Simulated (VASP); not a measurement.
# Sn (Fd-3m) in VASP: further runs

The runs below take Sn through single point, with PBE.

All numbers are computed with VASP 6.6.1; they aren't measurements. Logs are shortened: lines on timing, memory, paths and dates and some standing lists are left out, and cuts for length are marked.

### Step 1. The cell of the first run

The structure is cubic, space group Fd-3m (No. 227). The conventional cell has a = 6.522 Å, b = 6.522 Å, c = 6.522 Å, α = 90.00°, β = 90.00°, γ = 90.00°. Within 3.7 Å of Sn (site symmetry -43m) lie 4 Sn at 2.82 Å.

### Step 2. Single point, PBE (volume changed by -6%)

The input, INCAR:

```
SYSTEM = Sn
  PREC = Accurate
  ENCUT = 520
  EDIFF = 1E-7
  ISMEAR = -1
  SIGMA = 0.02
  LREAL = .FALSE.
  LASPH = .TRUE.
  NELM = 60
  ALGO = Normal
  ISIF = 2
  LWAVE = .FALSE.
  LCHARG = .FALSE.
  GGA = PE
  NBANDS = 21
```

The input, KPOINTS:

```
Automatic mesh
0
G
  6 6 6
  0 0 0
```

The input, POSCAR:

```
Sn
1.0
    0.0000000000      3.2611663328      3.2611663328
    3.2611663328      0.0000000000      3.2611663328
    3.2611663328      3.2611663328      0.0000000000
Sn
2
Direct
    0.0000000000      0.0000000000      0.0000000000
    0.2500000000      0.2500000000      0.2500000000
```

Potentials or basis: VASP PAW PBE potentials, release 64 (Sn_d).

On the command line:

```
cat potpaw_PBE.64/Sn_d/POTCAR > POTCAR
mpirun -np 1 vasp_std > vasp.out
```

OUTCAR:

```text
SYSTEM = Sn
   PREC = Accurate
   ENCUT = 520
   EDIFF = 1E-7
   ISMEAR = -1
   LREAL = .FALSE.
   LASPH = .TRUE.
   NELM = 60
   ISIF = 2
   GGA = PE

 ion  position               nearest neighbor table
   1  0.000  0.000  0.000-   2 2.82   2 2.82   2 2.82   2 2.82
   2  0.250  0.250  0.250-   1 2.82   1 2.82   1 2.82   1 2.82

  LATTYP: Found a face centered cubic cell.
 ALAT       =     6.5223326656

  Lattice vectors:

 A1 = (   0.0000000000,   3.2611663328,   3.2611663328)
 A2 = (   3.2611663328,   0.0000000000,   3.2611663328)
 A3 = (   3.2611663328,   3.2611663328,   0.0000000000)

Analysis of symmetry for initial positions (statically):
=====================================================================
 Subroutine PRICEL returns:
 Original cell was already a primitive cell.

 Routine SETGRP: Setting up the symmetry group for a
 face centered cubic supercell.

 Subroutine GETGRP returns: Found 48 space group operations
 (whereof 24 operations were pure point group operations)
 out of a pool of 48 trial point group operations.

The static configuration has the point symmetry T_d .
 The point group associated with its full space group is O_h .

Analysis of symmetry for dynamics (positions and initial velocities):
=====================================================================
 Subroutine PRICEL returns:
 Original cell was already a primitive cell.

 Routine SETGRP: Setting up the symmetry group for a
 face centered cubic supercell.

 Subroutine GETGRP returns: Found 48 space group operations
 (whereof 24 operations were pure point group operations)
 out of a pool of 48 trial point group operations.

The dynamic configuration has the point symmetry T_d .
 The point group associated with its full space group is O_h .

 Subroutine INISYM returns: Found 48 space group operations
 (whereof 24 operations are pure point group operations),
 and found     1 'primitive' translations

----------------------------------------------------------------------------------------

                                     Primitive cell

  volume of cell :      69.3664

  direct lattice vectors                    reciprocal lattice vectors
     0.000000000  3.261166333  3.261166333    -0.153319380  0.153319380  0.153319380
     3.261166333  0.000000000  3.261166333     0.153319380 -0.153319380  0.153319380
     3.261166333  3.261166333  0.000000000     0.153319380  0.153319380 -0.153319380

  length of vectors
     4.611985657  4.611985657  4.611985657     0.265556956  0.265556956  0.265556956

  position of ions in fractional coordinates (direct lattice)
     0.000000000  0.000000000  0.000000000
     0.250000000  0.250000000  0.250000000

  ion indices of the primitive-cell ions
   primitive index   ion index
                 1           1
                 2           2

----------------------------------------------------------------------------------------

 KPOINTS: Automatic mesh

Automatic generation of k-mesh.
 Grid dimensions read from file:
 generate k-points for:    6    6    6

 Generating k-lattice:

  Cartesian coordinates                     Fractional coordinates (reciprocal lattice)
    -0.025553230  0.025553230  0.025553230     0.166666667  0.000000000  0.000000000
     0.025553230 -0.025553230  0.025553230     0.000000000  0.166666667  0.000000000
     0.025553230  0.025553230 -0.025553230     0.000000000  0.000000000  0.166666667

  Length of vectors
     0.044259493  0.044259493  0.044259493

  Shift w.r.t. Gamma in fractional coordinates (k-lattice)
     0.000000000  0.000000000  0.000000000

 Subroutine IBZKPT returns following result:
 ===========================================

 Found     16 irreducible k-points:

 Following reciprocal coordinates:
            Coordinates               Weight
  0.000000  0.000000  0.000000      1.000000
  0.166667  0.000000  0.000000      8.000000
  0.333333  0.000000  0.000000      8.000000
  0.500000  0.000000  0.000000      4.000000
  0.166667  0.166667  0.000000      6.000000
  0.333333  0.166667  0.000000     24.000000
[... 8 lines left out ...]
 -0.333333  0.333333  0.166667     24.000000
 -0.333333  0.500000  0.166667     12.000000
   k-points           NKPTS =     16   k-points in BZ     NKDIM =     16   number of bands    NBANDS=     21
   number of dos      NEDOS =    301   number of ions     NIONS =      2
   total plane-waves  NPLWV =  46656
   dimension x,y,z NGX =    36 NGY =   36 NGZ =   36
   dimension x,y,z NGXF=    72 NGYF=   72 NGZF=   72
   ions per type =               2
   NGX,Y,Z   is equivalent  to a cutoff of  12.98, 12.98, 12.98 a.u.
   NGXF,Y,Z  is equivalent  to a cutoff of  25.95, 25.95, 25.95 a.u.
 SYSTEM =  Sn
   PREC   = accura    normal or accurate (medium, high low for compatibility)
   ISTART =      0    job   : 0-new  1-cont  2-samecut
   ICHARG =      2    charge: 1-file 2-atom 10-const
   ISPIN  =      1    spin polarized calculation?
[... 126 lines left out ...]
      5     -16.0219      2.00000
      6     -15.9184      2.00000
[... 13 lines left out ...]
     20      13.1553      0.00000
     21      13.7889      0.00000

 k-point     7 :       0.5000    0.1667    0.0000
  band No.  band energies     occupation
      1     -16.2195      2.00000
      2     -16.2027      2.00000
      3     -16.1122      2.00000
      4     -16.0302      2.00000
      5     -16.0191      2.00000
      6     -15.9139      2.00000
[... 13 lines left out ...]
     20      14.1335      0.00000
     21      14.3449      0.00000

 k-point     8 :      -0.3333    0.1667    0.0000
  band No.  band energies     occupation
      1     -16.2154      2.00000
      2     -16.2057      2.00000
      3     -16.1084      2.00000
      4     -16.0456      2.00000
      5     -16.0207      2.00000
      6     -15.8970      2.00000
[... 13 lines left out ...]
     20      12.7696      0.00000
     21      14.1513      0.00000

 k-point     9 :      -0.1667    0.1667    0.0000
  band No.  band energies     occupation
      1     -16.1966      2.00000
      2     -16.1928      2.00000
      3     -16.1392      2.00000
      4     -16.0696      2.00000
      5     -16.0469      2.00000
      6     -15.8768      2.00000
[... 13 lines left out ...]
     20      12.8295      0.00000
     21      12.9830      0.00000

 k-point    10 :       0.3333    0.3333    0.0000
  band No.  band energies     occupation
      1     -16.2013      2.00000
      2     -16.2013      2.00000
      3     -16.1486      2.00000
      4     -16.0280      2.00000
      5     -15.9848      2.00000
      6     -15.9664      2.00000
[... 13 lines left out ...]
     20      14.6442      0.00000
     21      14.8138      0.00000

 k-point    11 :       0.5000    0.3333    0.0000
  band No.  band energies     occupation
      1     -16.2235      2.00000
      2     -16.2098      2.00000
      3     -16.1023      2.00000
      4     -16.0122      2.00000
      5     -15.9924      2.00000
      6     -15.9383      2.00000
[... 13 lines left out ...]
     20      14.7900      0.00000
     21      15.0596      0.00000

 k-point    12 :      -0.3333    0.3333    0.0000
  band No.  band energies     occupation
      1     -16.2345      2.00000
      2     -16.2123      2.00000
      3     -16.0818      2.00000
      4     -15.9864      2.00000
      5     -15.9790      2.00000
      6     -15.9581      2.00000
[... 13 lines left out ...]
     20      12.8322      0.00000
     21      16.1034      0.00000

 k-point    13 :       0.5000    0.5000    0.0000
  band No.  band energies     occupation
      1     -16.2123      2.00000
      2     -16.2123      2.00000
      3     -16.0820      2.00000
      4     -16.0820      2.00000
      5     -15.9515      2.00000
      6     -15.9515      2.00000
[... 13 lines left out ...]
     20      14.6966      0.00000
     21      15.8504      0.00000

 k-point    14 :       0.5000    0.3333    0.1667
  band No.  band energies     occupation
      1     -16.2180      2.00000
      2     -16.2126      2.00000
      3     -16.1053      2.00000
      4     -16.0284      2.00000
      5     -15.9835      2.00000
      6     -15.9567      2.00000
[... 13 lines left out ...]
     20      13.5089      0.00000
     21      15.2186      0.00000

 k-point    15 :      -0.3333    0.3333    0.1667
  band No.  band energies     occupation
      1     -16.2312      2.00000
      2     -16.2172      2.00000
      3     -16.0739      2.00000
      4     -16.0029      2.00000
      5     -15.9744      2.00000
      6     -15.9614      2.00000
[... 13 lines left out ...]
     20      14.7747      0.00000
     21      15.1580      0.00000

 k-point    16 :      -0.3333    0.5000    0.1667
  band No.  band energies     occupation
      1     -16.2254      2.00000
      2     -16.2254      2.00000
      3     -16.0438      2.00000
      4     -16.0438      2.00000
      5     -15.9554      2.00000
      6     -15.9554      2.00000
[... 13 lines left out ...]
     20      14.4609      0.00000
     21      15.6594      0.00000

------------------------ aborting loop because EDIFF is reached ----------------------------------------

  FORCE on cell =-STRESS in cart. coord.  units (eV):
  Direction    XX          YY          ZZ          XY          YZ          ZX
  --------------------------------------------------------------------------------------
  -------------------------------------------------------------------------------------
  Total        1.0901392      1.0901392      1.0901392     -0.0000000      0.0000000     -0.0000000
  in kB       25.1793034     25.1793034     25.1793034     -0.0000000      0.0000000     -0.0000000
  external PRESSURE =      25.1793034 kB  Pullay stress =       0.0000000 kB

 VOLUME and BASIS-vectors are now :
 -----------------------------------------------------------------------------
  energy-cutoff  :      520.00
  volume of cell :       69.37
      direct lattice vectors                 reciprocal lattice vectors
     0.000000000  3.261166333  3.261166333    -0.153319380  0.153319380  0.153319380
     3.261166333  0.000000000  3.261166333     0.153319380 -0.153319380  0.153319380
     3.261166333  3.261166333  0.000000000     0.153319380  0.153319380 -0.153319380

 POSITION                                       TOTAL-FORCE (eV/Angst)
 -----------------------------------------------------------------------------------
      0.00000      0.00000      0.00000         0.000000      0.000000     -0.000000
      1.63058      1.63058      1.63058        -0.000000     -0.000000      0.000000
 -----------------------------------------------------------------------------------
    total drift:                                0.000000      0.000000      0.000000

  FREE ENERGIE OF THE ION-ELECTRON SYSTEM (eV)
  ---------------------------------------------------
  free  energy   TOTEN  =        -7.6273471444 eV

  energy  without entropy=       -7.6268221430  energy(sigma->0) =       -7.62708464
```

Wall time 18 s (1 thread of Intel Xeon Platinum 8259CL at 2.50GHz (Skylake/Cascade Lake), shared host); peak memory 0.2 GiB.

What came out:

```
Free energy            : -7.6273 eV
Pressure               : 2.5 GPa
Band gap on the k mesh : zero (band 14 reaches 5.57 eV, above the bottom of band 15 at 5.45 eV)
```

Caveat: the cell differs from its parent crystal (volume changed by -6%); spin-orbit coupling is left out, which moves the levels of the heavy elements.

### Step 3. Single point, PBE

This run uses another cell than the first one, of 35.43 Å³/atom, 1.022 times its volume.

The input, INCAR:

```
SYSTEM = Sn
ALGO = Normal ; EDIFF = 1E-7
ENCUT = 520 ; GGA = PE
ISIF = 2 ; ISMEAR = -1
LASPH = .True. ; LCHARG = .False.
LREAL = .False. ; LWAVE = .False.
NBANDS = 21 ; NELM = 80
PREC = Accurate ; SIGMA = 0.02
```

The input, KPOINTS:

```
k-points
0
Gamma
  6 6 6
  0 0 0
```

The input, POSCAR:

```
Sn
1.0
    0.0000000000      3.2844597792      3.2844597792
    3.2844597792      0.0000000000      3.2844597792
    3.2844597792      3.2844597792      0.0000000000
Sn
2
Direct
    0.0000000000      0.0000000000      0.0000000000
    0.2500000000      0.2500000000      0.2500000000
```

Potentials or basis: VASP PAW PBE potentials, release 64 (Sn_d).

On the command line:

```
cat potpaw_PBE.64/Sn_d/POTCAR > POTCAR
mpirun -np 1 vasp_std > vasp.out
```

It took 18 s on 1 thread of Intel Xeon Platinum 8259CL at 2.50GHz (Skylake/Cascade Lake), shared host; peak memory 0.19 GiB.

The run converged. Its results:

| Item | Value |
| --- | --- |
| Free energy | -7.6466 eV |
| Pressure | 1.5 GPa |
| Band gap on the k mesh | zero (band 14 reaches 5.36 eV, above the bottom of band 15 at 5.19 eV) |

Levels at points of the mesh, in eV from the Fermi level:
| k point | band 12 | band 13 | band 14 | band 15 | band 16 | band 17 |
| --- | --- | --- | --- | --- | --- | --- |
| (0.00, 0.00, 0.00) | -0.81 | 0.16 | 0.16 | 0.16 | 2.23 | 2.23 |
| (0.50, 0.00, 0.00) | -6.09 | -0.99 | -0.99 | 0.00 | 3.29 | 3.29 |
| (0.50, 0.50, 0.00) | -7.31 | -2.27 | -2.27 | 0.94 | 0.94 | 7.57 |

Caveat: spin-orbit coupling is left out, which moves the levels of the heavy elements.

### Step 4. Single point, PBE (volume changed by -3%)

The input, INCAR:

```
PREC     = Accurate       # precision mode
ENCUT    = 520            # plane-wave cutoff, eV
EDIFF    = 1E-6           # SCF threshold, eV
ISMEAR   = -1             # smearing method
SIGMA    = 0.02           # smearing width, eV
LREAL    = False          # projectors in reciprocal space
LASPH    = True           # aspherical terms in the spheres
NELM     = 60             # most SCF steps
ALGO     = Normal         # electronic algorithm
ISIF     = 2              # what is computed and relaxed
LWAVE    = False          # write WAVECAR
LCHARG   = False          # write CHGCAR
GGA      = PE             # functional
NBANDS   = 21             # bands
```

The input, KPOINTS:

```
Automatic mesh
0
Gamma
  6 6 6
```

The input, POSCAR:

```
Sn
1.0
    0.0000000000      3.2954969223      3.2954969223
    3.2954969223      0.0000000000      3.2954969223
    3.2954969223      3.2954969223      0.0000000000
Sn
2
Direct
    0.0000000000      0.0000000000      0.0000000000
    0.2500000000      0.2500000000      0.2500000000
```

On the command line:

```
cat potpaw_PBE.64/Sn_d/POTCAR > POTCAR
mpirun -np 1 vasp_std > vasp.out
```

It took 18 s on 1 thread of Intel Xeon Platinum 8259CL at 2.50GHz (Skylake/Cascade Lake), shared host; peak memory 0.2 GiB.

It converged, with:

- Free energy: -7.6528 eV
- Pressure: 1.1 GPa
- Band gap on the k mesh: zero (band 14 reaches 5.25 eV, above the bottom of band 15 at 5.07 eV)

Levels at points of the mesh, in eV from the Fermi level:
```
           k point  band 10  band 11  band 12  band 13  band 14  band 15  band 16  band 17  band 18  band 19
(0.00, 0.00, 0.00)   -21.17   -10.21    -0.86     0.18     0.18     0.18     2.25     2.25     2.25     5.08
(0.50, 0.00, 0.00)   -21.13    -8.68    -6.03    -0.95    -0.95     0.00     3.30     3.30     5.77     8.41
(0.50, 0.50, 0.00)   -21.11    -7.26    -7.26    -2.22    -2.22     0.97     0.97     7.53     7.53     9.08
```

Caveat: the cell differs from its parent crystal (volume changed by -3%); spin-orbit coupling is left out, which moves the levels of the heavy elements.

### Step 5. Single point, PBE

This run uses another cell than the first one, of 36.90 Å³/atom, 1.064 times its volume.

Changes to INCAR since step 4:

```diff
@@ -2,3 +2,3 @@
 ENCUT    = 520            # plane-wave cutoff, eV
-EDIFF    = 1E-6           # SCF threshold, eV
+EDIFF    = 1E-7           # SCF threshold, eV
 ISMEAR   = -1             # smearing method
@@ -7,3 +7,3 @@
 LASPH    = True           # aspherical terms in the spheres
-NELM     = 60             # most SCF steps
+NELM     = 80             # most SCF steps
 ALGO     = Normal         # electronic algorithm
```

KPOINTS is that of step 4.

The input, POSCAR:

```
Sn
1.0
    0.0000000000      3.3291267646      3.3291267646
    3.3291267646      0.0000000000      3.3291267646
    3.3291267646      3.3291267646      0.0000000000
Sn
2
Direct
    0.0000000000      0.0000000000      0.0000000000
    0.2500000000      0.2500000000      0.2500000000
```

On the command line:

```
cat potpaw_PBE.64/Sn_d/POTCAR > POTCAR
mpirun -np 1 vasp_std > vasp.out
```

It took 19 s on 1 thread of Intel Xeon Platinum 8259CL at 2.50GHz (Skylake/Cascade Lake), shared host; peak memory 0.2 GiB.

Results (log left out):

```
Free energy            : -7.6604 eV
Pressure               : -0.1 GPa
Band gap on the k mesh : zero (band 14 reaches 4.95 eV, above the bottom of band 15 at 4.72 eV)
```

Levels at points of the mesh, in eV from the Fermi level:
| k point | band 11 | band 12 | band 13 | band 14 | band 15 | band 16 | band 17 | band 18 |
| --- | --- | --- | --- | --- | --- | --- | --- | --- |
| (0.00, 0.00, 0.00) | -9.97 | -1.01 | 0.23 | 0.23 | 0.23 | 2.29 | 2.29 | 2.29 |
| (0.50, 0.00, 0.00) | -8.49 | -5.88 | -0.86 | -0.86 | 0.00 | 3.34 | 3.34 | 5.84 |
| (0.50, 0.50, 0.00) | -7.12 | -7.12 | -2.07 | -2.07 | 1.05 | 1.05 | 7.39 | 7.39 |

Caveat: spin-orbit coupling is left out, which moves the levels of the heavy elements.

### Step 6. Single point, PBE (volume changed by +3%)

The input, INCAR:

```
SYSTEM = Sn
PREC = Accurate
ENCUT = 520
EDIFF = 1E-6
ISMEAR = -1
SIGMA = 0.02
LREAL = .FALSE.
LASPH = .TRUE.
NELM = 60
ALGO = Normal
ISIF = 2
LWAVE = .FALSE.
LCHARG = .TRUE.
GGA = PE
LELF = .TRUE.
LVHAR = .TRUE.
NBANDS = 21
```

The input, KPOINTS:

```
regular mesh
0
G
  6 6 6
  0 0 0
```

The input, POSCAR:

```
Sn
1.0
    0.0000000000      3.3620905596      3.3620905596
    3.3620905596      0.0000000000      3.3620905596
    3.3620905596      3.3620905596      0.0000000000
Sn
2
Direct
    0.0000000000      0.0000000000      0.0000000000
    0.2500000000      0.2500000000      0.2500000000
```

Potentials or basis: VASP PAW PBE potentials, release 64 (Sn_d).

On the command line:

```
cat potpaw_PBE.64/Sn_d/POTCAR > POTCAR
mpirun -np 1 vasp_std > vasp.out
```

Wall time 20 s (1 thread of Intel Xeon Platinum 8259CL at 2.50GHz (Skylake/Cascade Lake), shared host); peak memory 0.2 GiB.

Results (log left out):

| Quantity | Value |
| --- | --- |
| Free energy | -7.6530 eV |
| Pressure | -1.1 GPa |
| Band gap on the k mesh | zero (band 14 reaches 4.67 eV, above the bottom of band 15 at 4.39 eV) |

Levels at points of the mesh, in eV from the Fermi level:
| k point | band 10 | band 11 | band 12 | band 13 | band 14 | band 15 | band 16 | band 17 | band 18 | band 19 |
| --- | --- | --- | --- | --- | --- | --- | --- | --- | --- | --- |
| (0.00, 0.00, 0.00) | -21.03 | -9.74 | -1.16 | 0.28 | 0.28 | 0.28 | 2.33 | 2.33 | 2.33 | 5.13 |
| (0.50, 0.00, 0.00) | -20.99 | -8.32 | -5.75 | -0.77 | -0.77 | 0.00 | 3.37 | 3.37 | 5.89 | 8.14 |
| (0.50, 0.50, 0.00) | -20.98 | -6.99 | -6.99 | -1.94 | -1.94 | 1.12 | 1.12 | 7.25 | 7.25 | 8.76 |

Caveat: the cell differs from its parent crystal (volume changed by +3%); spin-orbit coupling is left out, which moves the levels of the heavy elements.

### Step 7. Overview

| cell | gap on the mesh (eV) | pressure (GPa) |
| --- | --- | --- |
| a = 4.612 Å, angles 60.0°, 2 atoms | none | 2.5 |
| a = 4.645 Å, angles 60.0°, 2 atoms | none | 1.5 |
| a = 4.661 Å, angles 60.0°, 2 atoms | none | 1.1 |
| a = 4.708 Å, angles 60.0°, 2 atoms | none | -0.1 |
| a = 4.755 Å, angles 60.0°, 2 atoms | none | -1.1 |

Alike in all rows: task single point; level PBE; potentials or basis VASP PAW PBE potentials, release 64 (Sn_d); no spin polarisation; k mesh 6 × 6 × 6; cutoff (eV) 520; smearing fermi-dirac 0.02 eV.

Caveats: spin-orbit coupling is left out, which moves the levels of the heavy elements.

Total energies depend on the potentials used, so only differences within one code and one set of settings carry meaning.
